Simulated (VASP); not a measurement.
Crystal: BN (Qingsongite).

```
B N
1.0
     0.00000    1.80482    1.80482
     1.80482    0.00000    1.80482
     1.80482    1.80482    0.00000
B N
1 1
Cartesian
  0.0000 0.0000 0.0000
  0.9024 0.9024 0.9024
```

Program: VASP 6.6.1. Alike in all runs: task single point; no spin polarisation; cell as given; smearing gaussian 0.01 eV.

Task: Order these runs on this cell by their band gap on the k mesh, lowest first.
A. level r2SCAN; potentials or basis VASP PAW PBE potentials, release 64 (B, N); k mesh 8 × 8 × 8; cutoff (eV) 660
B. level HSE06; potentials or basis VASP PAW PBE potentials, release 64 (B, N); k mesh 4 × 4 × 4; cutoff (eV) 520; grid for exact exchange (PRECFOCK) Normal; screening parameter 0.2079 1/Å
C. level LDA; potentials or basis VASP PAW LDA potentials, release 64 (B, N); k mesh 8 × 8 × 8; cutoff (eV) 600

Result: C (4.35 eV), A (4.98 eV), B (5.80 eV).

Caveats: some runs use coarse meshes.

A k mesh can miss the band edges.
